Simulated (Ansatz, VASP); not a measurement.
## Sb in VASP and in Ansatz

```
CELL_PARAMETERS angstrom
2.15649 1.24505 3.74995
-2.15649 1.24505 3.74995
0.00000 -2.49010 3.74995
ATOMIC_POSITIONS crystal
Sb 0.23362 0.23362 0.23362
Sb 0.76638 0.76638 0.76638
```

Alike in both runs: task single point; functional r2SCAN; k mesh 10 × 10 × 10; occupations gaussian, width 0.05 eV; no spin polarisation.

|  | VASP | Ansatz |
| --- | --- | --- |
| version | VASP 6.6.1 | Ansatz 0.2.0 |
| potentials or method | VASP PAW PBE potentials, release 64 (Sb), cutoff 520 eV | scalar-relativistic, plane waves, PAW |
| valence electrons in the cell | 10 | 30 |

```tsv
	VASP	Ansatz	Ansatz less VASP
gap on the k mesh at the Fermi level (eV)	none	none	-
pressure (GPa)	1.8	1.6	-0.12
rms of the force components (eV/Å)	0.035	0.004	-0.0309
```

VASP's potentials were made for PBE, not for r2SCAN. Atom by atom the forces differ by 0.031 eV/Å (rms over components). A gap of «none» marks a metal or a gap that the smearing closes. With one functional, cell and mesh, what is left measures potentials, basis and numerics. VASP's potentials hold 10 valence electrons a cell and Ansatz's 30, so a difference there can come from the potentials and not from the codes.

Neither program's run includes spin-orbit coupling.
